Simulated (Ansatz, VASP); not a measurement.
TePt in VASP and in Ansatz

```
Te Pt
1.0
     4.22315    0.00000    0.00000
    -2.11157    3.65735    0.00000
     0.00000    0.00000    5.54165
Te Pt
2 2
Direct
  0.33333 0.66667 0.25000
  0.66667 0.33333 0.75000
  0.00000 0.00000 0.00000
  0.00000 0.00000 0.50000
```

Alike in both runs: task single point; functional PBEsol; k mesh 12 × 12 × 10; occupations gaussian, width 0.1 eV; no spin polarisation.

|  | VASP | Ansatz |
| --- | --- | --- |
| version | VASP 6.6.1 | Ansatz 0.2.0 |
| potentials or method | VASP PAW PBE potentials, release 64 (Te, Pt), cutoff 520 eV | scalar-relativistic, plane waves, PAW |
| valence electrons in the cell | 32 | 68 |

|  | VASP | Ansatz | Ansatz less VASP |
| --- | --- | --- | --- |
| gap on the k mesh at the Fermi level (eV) | none | none | - |
| pressure (GPa) | -0.1 | 0.0 | +0.14 |
| traceless stress, the component that is largest in VASP (GPa) | -0.13 | -0.13 | +0.001 |

VASP's potentials were made for PBE, not for PBEsol. A gap of «none» marks a metal or a gap that the smearing closes. VASP's potentials hold 32 valence electrons a cell and Ansatz's 68, so a difference there can come from the potentials and not from the codes.

Spin-orbit coupling is off throughout.
